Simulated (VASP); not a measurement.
# Be (Im-3m) in VASP: notebook, part 2 of 2

VASP 6.6.1. Earlier steps stand in the parts before.

### 3 Single point, LDA

File INCAR:

```
SYSTEM = Be
  ALGO = Normal
  EDIFF = 1E-6
  ENCUT = 520
  ISIF = 2
  ISMEAR = -1
  LASPH = .True.
  LCHARG = .True.
  LELF = .True.
  LREAL = .False.
  LVHAR = .True.
  LWAVE = .False.
  NBANDS = 7
  NELM = 80
  PREC = Accurate
  SIGMA = 0.1
```

File KPOINTS:

```
k-points
0
Gamma
  23 23 23
  0 0 0
```

File POSCAR:

```
Be
1.0
   -1.1511524568      1.1511524568      1.1511524568
    1.1511524568     -1.1511524568      1.1511524568
    1.1511524568      1.1511524568     -1.1511524568
Be
1
Direct
    0.0000000000      0.0000000000      0.0000000000
```

Potentials or basis: VASP PAW LDA potentials, release 64 (Be).

Started as:

```console
$ cat potpaw_LDA.64/Be/POTCAR > POTCAR
$ mpirun -np 1 vasp_std > vasp.out
```

OUTCAR:

```text
SYSTEM = Be
   EDIFF = 1E-6
   ENCUT = 520
   ISIF = 2
   ISMEAR = -1
   LASPH = .True.
   LREAL = .False.
   NELM = 80
   PREC = Accurate

 ion  position               nearest neighbor table
   1  0.000  0.000  0.000-

  LATTYP: Found a body centered cubic cell.
 ALAT       =     2.3023049136

  Lattice vectors:

 A1 = (  -1.1511524568,   1.1511524568,   1.1511524568)
 A2 = (   1.1511524568,  -1.1511524568,   1.1511524568)
 A3 = (   1.1511524568,   1.1511524568,  -1.1511524568)

Analysis of symmetry for initial positions (statically):
=====================================================================
 Subroutine PRICEL returns:
 Original cell was already a primitive cell.

 Routine SETGRP: Setting up the symmetry group for a
 body centered cubic supercell.

 Subroutine GETGRP returns: Found 48 space group operations
 (whereof 48 operations were pure point group operations)
 out of a pool of 48 trial point group operations.

The static configuration has the point symmetry O_h .

Analysis of symmetry for dynamics (positions and initial velocities):
=====================================================================
 Subroutine PRICEL returns:
 Original cell was already a primitive cell.

 Routine SETGRP: Setting up the symmetry group for a
 body centered cubic supercell.

 Subroutine GETGRP returns: Found 48 space group operations
 (whereof 48 operations were pure point group operations)
 out of a pool of 48 trial point group operations.

The dynamic configuration has the point symmetry O_h .

 Subroutine INISYM returns: Found 48 space group operations
 (whereof 48 operations are pure point group operations),
 and found     1 'primitive' translations

----------------------------------------------------------------------------------------

                                     Primitive cell

  volume of cell :       6.1018

  direct lattice vectors                    reciprocal lattice vectors
    -1.151152457  1.151152457  1.151152457     0.000000000  0.434347333  0.434347333
     1.151152457 -1.151152457  1.151152457     0.434347333  0.000000000  0.434347333
     1.151152457  1.151152457 -1.151152457     0.434347333  0.434347333  0.000000000

  length of vectors
     1.993854542  1.993854542  1.993854542     0.614259890  0.614259890  0.614259890

  position of ions in fractional coordinates (direct lattice)
     0.000000000  0.000000000  0.000000000

  ion indices of the primitive-cell ions
   primitive index   ion index
                 1           1

----------------------------------------------------------------------------------------

 KPOINTS: k-points

Automatic generation of k-mesh.
 Grid dimensions read from file:
 generate k-points for:   23   23   23

 Generating k-lattice:

  Cartesian coordinates                     Fractional coordinates (reciprocal lattice)
     0.000000000  0.018884667  0.018884667     0.043478261  0.000000000  0.000000000
     0.018884667  0.000000000  0.018884667     0.000000000  0.043478261  0.000000000
     0.018884667  0.018884667  0.000000000     0.000000000  0.000000000  0.043478261

  Length of vectors
     0.026706952  0.026706952  0.026706952

  Shift w.r.t. Gamma in fractional coordinates (k-lattice)
     0.000000000  0.000000000  0.000000000

 Subroutine IBZKPT returns following result:
 ===========================================

 Found    364 irreducible k-points:

 Following reciprocal coordinates:
            Coordinates               Weight
  0.000000  0.000000  0.000000      1.000000
  0.043478  0.000000  0.000000     12.000000
  0.086957  0.000000  0.000000     12.000000
  0.130435  0.000000  0.000000     12.000000
  0.173913  0.000000  0.000000     12.000000
  0.217391  0.000000  0.000000     12.000000
[... 16 lines left out ...]
  0.478261  0.043478  0.000000     24.000000
  0.086957  0.086957  0.000000     24.000000
 [... further k-points ...]
   k-points           NKPTS =    364   k-points in BZ     NKDIM =    364   number of bands    NBANDS=      7
   number of dos      NEDOS =    301   number of ions     NIONS =      1
   total plane-waves  NPLWV =   4096
   dimension x,y,z NGX =    16 NGY =   16 NGZ =   16
   dimension x,y,z NGXF=    32 NGYF=   32 NGZF=   32
   ions per type =               1
   NGX,Y,Z   is equivalent  to a cutoff of  13.34, 13.34, 13.34 a.u.
   NGXF,Y,Z  is equivalent  to a cutoff of  26.68, 26.68, 26.68 a.u.
 SYSTEM =  Be
   PREC   = accura    normal or accurate (medium, high low for compatibility)
   ISTART =      0    job   : 0-new  1-cont  2-samecut
   ICHARG =      2    charge: 1-file 2-atom 10-const
   ISPIN  =      1    spin polarized calculation?
   LNONCOLLINEAR =      F non collinear calculations
   LSORBIT =      F    spin-orbit coupling
   LASPH  =      T    aspherical Exc in radial PAW
   ENCUT  =  520.0 eV  38.22 Ry    6.18 a.u.   3.71  3.71  3.71*2*pi/ulx,y,z
   NELM   =     80;   NELMIN=  2; NELMDL= -5     # of ELM steps
   EDIFF  = 0.1E-05   stopping-criterion for ELM
   LREAL  =      F    real-space projection
   EDIFFG = 0.1E-04   stopping-criterion for IOM
   NSW    =      0    number of steps for IOM
   IBRION =     -1    ionic relax: 0-MD 1-quasi-New 2-CG
   NFREE  =      0    steps in history (QN), initial steepest desc. (CG)
   ISIF   =      2    stress and relaxation
   ISYM   =      2    0-nonsym 1-usesym 2-fastsym
   POTIM  = 0.5000    time-step for ionic-motion
   TEBEG  =    0.0;   TEEND  =   0.0 temperature during run
   PSTRESS=    0.0 pullay stress
   NELECT =       2.0000    total number of electrons
   NUPDOWN=      -1.0000    fix difference up-down
   EMIN   =  10.00;   EMAX   =-10.00  energy-range for DOS
   EFERMI =   0.00;   METHOD = LEGACY
   ISMEAR =    -1;   SIGMA  =   0.10  broadening in eV -4-tet -1-fermi 0-gaus
   EFERMI_NEDOS =   21; number of points for ismear=-14 and -15
   IALGO  =     38    algorithm
   IMIX   =      4    mixing-type and parameters
     AMIX     =   0.40;   BMIX     =  1.00
     AMIX_MAG =   1.60;   BMIX_MAG =  1.00
  volume/ion in A,a.u.               =       6.10        41.18
  Fermi-wavevector in a.u.,A,eV,Ry     =   1.128752  2.133033 17.334935  1.274082
  Thomas-Fermi vector in A             =   2.265443
   LORBIT       =      0    0 simple, 1 ext, 2 COOP (PROOUT), +10 PAW based schemes
   GGA     = CA    functional components
   LHFCALC =     F    Hartree Fock is set to
   AEXX    =    0.0000 exact exchange contribution
   IVDW    =     0    specifies the selected vdW correction
   LEPSILON=     F    determine dielectric tensor
   LRPA    =     F    only Hartree local field effects (RPA)
 non-spin polarized calculation
  energy-cutoff  :      520.00
  volume of cell :        6.10
 maximum number of plane-waves:       177
   NGX =  7   NGY =  7   NGZ =  7

 number of electron       2.0000000 magnetization

 Free energy of the ion-electron system (eV)
  ---------------------------------------------------
  ext. energy  EPLUGINS =         0.00000000
  ---------------------------------------------------
  free energy    TOTEN  =        -3.97327916 eV

  energy without entropy =       -3.96954448  energy(sigma->0) =       -3.97141182

 E-fermi :  10.0126     XC(G=0): -11.5120

 val. band max:        9.9532012071   @ k =  -0.3913  -0.3913   0.0870
 cond. band min:      10.0239890765   @ k =   0.3043   0.3043   0.0000
 fundamental gap:      0.0707878694
 Fermi energy:        10.0126001464

 k-point     1 :       0.0000    0.0000    0.0000
  band No.  band energies     occupation
      1      -3.5513      2.00000
      2      33.4147      0.00000
      3      33.4147      0.00000
      4      33.4147      0.00000
      5      46.2015      0.00000
      6      46.2015      0.00000
      7      46.2015      0.00000

 k-point     2 :       0.0435    0.0000    0.0000
  band No.  band energies     occupation
      1      -3.4814      2.00000
      2      33.0251      0.00000
      3      33.0685      0.00000
      4      33.3140      0.00000
      5      45.0666      0.00000
      6      45.1282      0.00000
      7      46.7556      0.00000
[... 201 lines left out ...]
 k-point    23 :       0.4783    0.0435    0.0000
  band No.  band energies     occupation
      1       3.7927      2.00000
      2      11.4114      0.00000
      3      24.5559      0.00000
      4      27.7764      0.00000
      5      34.9200      0.00000
      6      42.1751      0.00000
      7      53.1191      0.00000

 k-point    24 :       0.0870    0.0870    0.0000
  band No.  band energies     occupation
      1      -2.7094      2.00000
      2      29.6191      0.00000
      3      29.6712      0.00000
      4      31.7370      0.00000
      5      40.8564      0.00000
      6      41.5192      0.00000
      7      46.3540      0.00000

 [... further k-points ...]
[... 5 lines left out ...]
  --------------------------------------------------------------------------------------
  -------------------------------------------------------------------------------------
  Total        1.4461632      1.4461632      1.4461632      0.0000000     -0.0000000      0.0000000
  in kB      379.7251555    379.7251555    379.7251555      0.0000000     -0.0000000      0.0000000
  external PRESSURE =     379.7251555 kB  Pullay stress =       0.0000000 kB

 VOLUME and BASIS-vectors are now :
 -----------------------------------------------------------------------------
  energy-cutoff  :      520.00
  volume of cell :        6.10
      direct lattice vectors                 reciprocal lattice vectors
    -1.151152457  1.151152457  1.151152457     0.000000000  0.434347333  0.434347333
     1.151152457 -1.151152457  1.151152457     0.434347333  0.000000000  0.434347333
     1.151152457  1.151152457 -1.151152457     0.434347333  0.434347333  0.000000000

 POSITION                                       TOTAL-FORCE (eV/Angst)
 -----------------------------------------------------------------------------------
      0.00000      0.00000      0.00000         0.000000     -0.000000      0.000000
 -----------------------------------------------------------------------------------
    total drift:                               -0.000000     -0.000000      0.000000

  FREE ENERGIE OF THE ION-ELECTRON SYSTEM (eV)
  ---------------------------------------------------
  free  energy   TOTEN  =        -3.9732791600 eV

  energy  without entropy=       -3.9695444844  energy(sigma->0) =       -3.97141182
```

stdout:

```text
POSCAR found type information on POSCAR Be
 POSCAR found :  1 types and       1 ions
 scaLAPACK will be used
 LDA part: xc-table for (Slater(with rela. corr.)+CA(PZ))
 , standard interpolation
 POSCAR, INCAR and KPOINTS ok, starting setup
 FFT: planning ... GRIDC
 FFT: planning ... GRID_SOFT
 FFT: planning ... GRID
 WAVECAR not read
 entering main loop
```

It took 9.7 s on 1 thread of AMD EPYC 9R45 (Zen 5), shared host; peak memory 0.08 GiB.

What came out:

```yaml
Free_energy: -3.9733 eV
Pressure: 38.0 GPa
Band_gap_on_the_k_mesh: zero (band 1 reaches 14.24 eV, above the bottom of band 2 at 8.36 eV)
```

Levels at points of the mesh, in eV from the Fermi level:
```tsv
k point	band 1	band 2	band 3	band 4	band 5
(0.00, 0.00, 0.00)	-13.56	23.40	23.40	23.40	36.19
```
